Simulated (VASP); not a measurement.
# MoS2 (Cm) in VASP: notebook

The runs below take MoS2 through single point, with PBE+D3(BJ).

Everything below comes from runs of VASP 6.6.1. Logs are shortened: lines on timing, memory, paths and dates and some standing lists are left out, and cuts for length are marked.

### 1 The cell of the first run

The structure is monoclinic, space group Cm (No. 8). Conventional cell: a = 5.455 Å, b = 3.149 Å, c = 13.321 Å, α = 90.00°, β = 93.91°, γ = 90.00°. Mo (site symmetry m) has 5 S at 2.22 to 2.40 Å within 2.9 Å. Mo (site symmetry m) has 6 S at 2.40 Å and 6 Mo at 3.15 Å within 3.2 Å. S (site symmetry m) has 3 Mo at 2.40 Å and 7 S at 3.13 to 3.15 Å within 3.2 Å. Within 3.2 Å of S (site symmetry m) lie 3 Mo at 2.40 Å and 6 S at 3.15 Å. S (site symmetry m) has 2 Mo at 2.22 Å within 2.9 Å. Within 3.2 Å of S (site symmetry m) lie 3 Mo at 2.40 Å and 7 S at 3.13 to 3.15 Å.

### 2 Single point, PBE+D3(BJ)

File INCAR:

```
PREC = Accurate
ENCUT = 520
EDIFF = 1E-7
ISMEAR = 0
SIGMA = 0.05
LREAL = F
LASPH = T
NELM = 80
ALGO = Normal
ISIF = 2
LWAVE = F
LCHARG = F
GGA = PE
IVDW = 12
NBANDS = 35
ISYM = 0
```

File KPOINTS:

```
Automatic mesh
0
Gamma
  10 10 2
```

File POSCAR:

```
MoS2
1.0
   -3.1494847632      0.0000000000      0.0000000000
   -1.5747423816     -2.7275338138      0.0000000000
   -2.3621135724     -2.2729448448     13.2900638030
Mo S
2 4
Direct
   -0.0196500000     -0.0491250000      0.0589500000
   -0.1863166667     -0.4657916667      0.5589500000
    0.1077185641     -0.2307035897      0.6768443076
    0.2743852308      0.1859630770      0.1768443076
    0.0196481025     -0.4508797437      0.9410556924
    0.1863147692     -0.0342130770      0.4410556924
```

Potentials or basis: VASP PAW PBE potentials, release 64 (Mo_sv, S).

Launch:

```console
$ cat potpaw_PBE.64/Mo_sv/POTCAR potpaw_PBE.64/S/POTCAR > POTCAR
$ mpirun -np 1 vasp_std > vasp.out
```

OUTCAR:

```text
PREC = Accurate
   ENCUT = 520
   EDIFF = 1E-7
   ISMEAR = 0
   LREAL = F
   LASPH = T
   NELM = 80
   ISIF = 2
   GGA = PE
   IVDW = 12
   ISYM = 0
 IVDW          = 12

 ion  position               nearest neighbor table
   1  0.980  0.951  0.059-   5 2.22   5 2.22   4 2.40   4 2.40   4 2.40
   2  0.814  0.534  0.559-   6 2.40   6 2.40   3 2.40   3 2.40   3 2.40   6 2.40
   3  0.108  0.769  0.677-   2 2.40   2 2.40   2 2.40
   4  0.274  0.186  0.177-   1 2.40   1 2.40   1 2.40
   5  0.020  0.549  0.941-   1 2.22   1 2.22
   6  0.186  0.966  0.441-   2 2.40   2 2.40   2 2.40

IMPORTANT INFORMATION: All symmetrisations will be switched off!
NOSYMM: (Re-)initialisation of all symmetry stuff for point group C_1.

----------------------------------------------------------------------------------------

                                     Primitive cell

  volume of cell :     114.1660

  direct lattice vectors                    reciprocal lattice vectors
    -3.149484763  0.000000000  0.000000000    -0.317512252  0.183315784 -0.025081395
    -1.574742382 -2.727533814  0.000000000     0.000000000 -0.366631568 -0.062703486
    -2.362113572 -2.272944845 13.290063803     0.000000000  0.000000000  0.075244184

  length of vectors
     3.149484763  3.149484763 13.688376627     0.367488480  0.371954882  0.075244184

  position of ions in fractional coordinates (direct lattice)
     0.980350000  0.950875000  0.058950000
     0.813683333  0.534208333  0.558950000
     0.107718564  0.769296410  0.676844308
     0.274385231  0.185963077  0.176844308
     0.019648102  0.549120256  0.941055692
     0.186314769  0.965786923  0.441055692

  ion indices of the primitive-cell ions
   primitive index   ion index
                 1           1
                 2           2
                 3           3
                 4           4
                 5           5
                 6           6

----------------------------------------------------------------------------------------

 KPOINTS: Automatic mesh

Automatic generation of k-mesh.
 Grid dimensions read from file:
 generate k-points for:   10   10    2

 Generating k-lattice:

  Cartesian coordinates                     Fractional coordinates (reciprocal lattice)
    -0.031751225  0.018331578 -0.002508139     0.100000000 -0.000000000 -0.000000000
     0.000000000 -0.036663157 -0.006270349     0.000000000  0.100000000  0.000000000
     0.000000000  0.000000000  0.037622092     0.000000000  0.000000000  0.500000000

  Length of vectors
     0.036748848  0.037195488  0.037622092

  Shift w.r.t. Gamma in fractional coordinates (k-lattice)
     0.000000000  0.000000000  0.000000000

 -----------------------------------------------------------------------------
|                                                                             |
|           W    W    AA    RRRRR   N    N  II  N    N   GGGG   !!!           |
|           W    W   A  A   R    R  NN   N  II  NN   N  G    G  !!!           |
|           W    W  A    A  R    R  N N  N  II  N N  N  G       !!!           |
|           W WW W  AAAAAA  RRRRR   N  N N  II  N  N N  G  GGG   !            |
|           WW  WW  A    A  R   R   N   NN  II  N   NN  G    G                |
|           W    W  A    A  R    R  N    N  II  N    N   GGGG   !!!           |
|                                                                             |
|     Your reciprocal lattice and k-lattice belong to different lattice       |
|     classes:                                                                |
|                                                                             |
|        The reciprocal lattice is base-centered monoclinic,                  |
|        whereas your k-lattice is triclinic.                                 |
|                                                                             |
|     Results are often still useful ...                                      |
|                                                                             |
 -----------------------------------------------------------------------------

 WARNING: IBZKPT: internal override: KBLOWUP is changed to .FALSE.
      ... skipping the blow-up phase ...

 Subroutine IBZKPT returns following result:
 ===========================================

 Found    104 irreducible k-points:

 Following reciprocal coordinates:
            Coordinates               Weight
  0.000000  0.000000  0.000000      1.000000
  0.100000  0.000000 -0.000000      2.000000
  0.200000  0.000000 -0.000000      2.000000
  0.300000 -0.000000 -0.000000      2.000000
  0.400000  0.000000 -0.000000      2.000000
  0.500000 -0.000000  0.000000      1.000000
[... 16 lines left out ...]
 -0.400000  0.200000 -0.000000      2.000000
 -0.300000  0.200000  0.000000      2.000000
 [... further k-points ...]
   k-points           NKPTS =    104   k-points in BZ     NKDIM =    104   number of bands    NBANDS=     35
   number of dos      NEDOS =    301   number of ions     NIONS =      6
   total plane-waves  NPLWV =  62208
   dimension x,y,z NGX =    24 NGY =   24 NGZ =  108
   dimension x,y,z NGXF=    48 NGYF=   48 NGZF=  216
   ions per type =               2   4
   NGX,Y,Z   is equivalent  to a cutoff of  12.67, 12.67, 13.12 a.u.
   NGXF,Y,Z  is equivalent  to a cutoff of  25.34, 25.34, 26.23 a.u.
 SYSTEM =  unknown system
   PREC   = accura    normal or accurate (medium, high low for compatibility)
   ISTART =      0    job   : 0-new  1-cont  2-samecut
   ICHARG =      2    charge: 1-file 2-atom 10-const
   ISPIN  =      1    spin polarized calculation?
   LNONCOLLINEAR =      F non collinear calculations
   LSORBIT =      F    spin-orbit coupling
   LASPH  =      T    aspherical Exc in radial PAW
   ENCUT  =  520.0 eV  38.22 Ry    6.18 a.u.   5.86  5.86 25.45*2*pi/ulx,y,z
   NELM   =     80;   NELMIN=  2; NELMDL= -5     # of ELM steps
   EDIFF  = 0.1E-06   stopping-criterion for ELM
   LREAL  =      F    real-space projection
   EDIFFG = 0.1E-05   stopping-criterion for IOM
   NSW    =      0    number of steps for IOM
   IBRION =     -1    ionic relax: 0-MD 1-quasi-New 2-CG
   NFREE  =      0    steps in history (QN), initial steepest desc. (CG)
   ISIF   =      2    stress and relaxation
   ISYM   =      0    0-nonsym 1-usesym 2-fastsym
   POTIM  = 0.5000    time-step for ionic-motion
   TEBEG  =    0.0;   TEEND  =   0.0 temperature during run
   PSTRESS=    0.0 pullay stress
   NELECT =      52.0000    total number of electrons
   NUPDOWN=      -1.0000    fix difference up-down
   EMIN   =  10.00;   EMAX   =-10.00  energy-range for DOS
   EFERMI =   0.00;   METHOD = LEGACY
   ISMEAR =     0;   SIGMA  =   0.05  broadening in eV -4-tet -1-fermi 0-gaus
   EFERMI_NEDOS =   21; number of points for ismear=-14 and -15
   IALGO  =     38    algorithm
   IMIX   =      4    mixing-type and parameters
     AMIX     =   0.40;   BMIX     =  1.00
     AMIX_MAG =   1.60;   BMIX_MAG =  1.00
  volume/ion in A,a.u.               =      19.03       128.41
  Fermi-wavevector in a.u.,A,eV,Ry     =   1.259593  2.380286 21.586670  1.586576
  Thomas-Fermi vector in A             =   2.393145
   LORBIT       =      0    0 simple, 1 ext, 2 COOP (PROOUT), +10 PAW based schemes
   GGA     = PE    functional components
   LHFCALC =     F    Hartree Fock is set to
   AEXX    =    0.0000 exact exchange contribution
   IVDW    =    12    specifies the selected vdW correction
   LEPSILON=     F    determine dielectric tensor
   LRPA    =     F    only Hartree local field effects (RPA)
 non-spin polarized calculation
 Gauss-broadening in eV      SIGMA  =   0.05
  energy-cutoff  :      520.00
  volume of cell :      114.17
 maximum number of plane-waves:      3096
   NGX = 11   NGY = 11   NGZ = 51

 number of electron      52.0000000 magnetization

 Free energy of the ion-electron system (eV)
  ---------------------------------------------------
  ext. energy  EPLUGINS =         0.00000000
  ---------------------------------------------------
  free energy    TOTEN  =       -41.68800674 eV

  energy without entropy =      -41.68542119  energy(sigma->0) =      -41.68671396

 E-fermi :   6.8809     XC(G=0): -10.3016

 val. band max:        6.8765250159   @ k =   0.1000   0.1000   0.5000
 cond. band min:       6.8855467897   @ k =  -0.4000   0.2000  -0.0000
 fundamental gap:      0.0090217738
 Fermi energy:         6.8808542341

 k-point     1 :       0.0000    0.0000    0.0000
  band No.  band energies     occupation
      1     -54.7294      2.00000
      2     -54.6696      2.00000
      3     -28.9037      2.00000
      4     -28.8965      2.00000
      5     -28.6837      2.00000
      6     -28.6491      2.00000
[... 27 lines left out ...]
     34      10.7467      0.00000
     35      12.4215      0.00000

 k-point     2 :       0.1000    0.0000   -0.0000
  band No.  band energies     occupation
      1     -54.7253      2.00000
      2     -54.6656      2.00000
      3     -28.8969      2.00000
      4     -28.8885      2.00000
      5     -28.6926      2.00000
      6     -28.6880      2.00000
[... 27 lines left out ...]
     34      10.7961      0.00000
     35      13.0794      0.00000

 k-point     3 :       0.2000    0.0000   -0.0000
  band No.  band energies     occupation
      1     -54.7146      2.00000
      2     -54.6551      2.00000
      3     -28.8795      2.00000
      4     -28.8677      2.00000
      5     -28.7928      2.00000
      6     -28.7159      2.00000
[... 27 lines left out ...]
     34      10.8873      0.00000
     35      13.8124      0.00000
[... 723 lines left out ...]
 k-point    23 :      -0.4000    0.2000   -0.0000
  band No.  band energies     occupation
      1     -54.6830      2.00000
      2     -54.6234      2.00000
      3     -29.0122      2.00000
      4     -28.9283      2.00000
      5     -28.8826      2.00000
      6     -28.8332      2.00000
[... 27 lines left out ...]
     34      10.8170      0.00000
     35      12.3545      0.00000

 k-point    24 :      -0.3000    0.2000    0.0000
  band No.  band energies     occupation
      1     -54.6864      2.00000
      2     -54.6267      2.00000
      3     -28.9940      2.00000
      4     -28.9331      2.00000
      5     -28.8486      2.00000
      6     -28.8128      2.00000
[... 27 lines left out ...]
     34      10.8412      0.00000
     35      13.0105      0.00000

 [... further k-points ...]

------------------------ aborting loop because EDIFF is reached ----------------------------------------

 Edisp (eV)   -2.38838

 E8    (eV) :    -0.9651

  FORCE on cell =-STRESS in cart. coord.  units (eV):
  Direction    XX          YY          ZZ          XY          YZ          ZX
  --------------------------------------------------------------------------------------
  -------------------------------------------------------------------------------------
  Total       1.12908     3.30479     5.35339     1.88410    -0.00680     0.01189
  in kB      15.84524    46.37862    75.12814    26.44098    -0.09539     0.16686
  external pressure =       45.78 kB  Pullay stress =        0.00 kB

 VOLUME and BASIS-vectors are now :
 -----------------------------------------------------------------------------
  energy-cutoff  :      520.00
  volume of cell :      114.17
      direct lattice vectors                 reciprocal lattice vectors
    -3.149484763  0.000000000  0.000000000    -0.317512252  0.183315784 -0.025081395
    -1.574742382 -2.727533814  0.000000000     0.000000000 -0.366631568 -0.062703486
    -2.362113572 -2.272944845 13.290063803     0.000000000  0.000000000  0.075244184

 POSITION                                       TOTAL-FORCE (eV/Angst)
 -----------------------------------------------------------------------------------
     -4.72423     -2.72753      0.78345         1.256236     -0.725247      3.346495
     -4.72423     -2.72753      7.42848         0.007006     -0.004040     -0.005396
     -3.14948     -3.63671      8.99530         0.000012      0.000062      0.002045
     -1.57474     -0.90918      2.35027        -0.624181      0.360442      0.110126
     -3.14948     -3.63671     12.50669        -0.636760      0.367519     -3.459505
     -3.14948     -3.63671      5.86166        -0.002312      0.001263      0.006235
 -----------------------------------------------------------------------------------
    total drift:                                0.000169     -0.000254     -0.000551

  FREE ENERGIE OF THE ION-ELECTRON SYSTEM (eV)
  ---------------------------------------------------
  free  energy   TOTEN  =       -44.0763909420 eV

  energy  without entropy=      -44.0738053890  energy(sigma->0) =      -44.07509817
```

It took 3.6 min on 1 thread of Intel Xeon 6975P-C (Granite Rapids), shared host; peak memory 0.47 GiB.

What came out:

```yaml
Free_energy: -44.0764 eV
Pressure: 4.6 GPa
Largest_force: 3.647 eV/Å
Band_gap_on_the_k_mesh: zero (band 26 reaches 7.05 eV, above the bottom of band 27 at 6.66 eV)
Dispersion_energy_per_atom: -0.398 eV
```

Forces on the atoms (eV/Å):
```
Mo   1.256 -0.725  3.346
Mo   0.007 -0.004 -0.005
S    0.000  0.000  0.002
S   -0.624  0.360  0.110
S   -0.637  0.368 -3.460
S   -0.002  0.001  0.006
```

Stress tensor (GPa, compression positive):
```
 1.58  2.64  0.02
 2.64  4.64 -0.01
 0.02 -0.01  7.51
```

Caveat: forces of over 1 eV/Å act on the atoms, so gaps and moduli don't describe the material at rest.

[end of part 1 of 2]
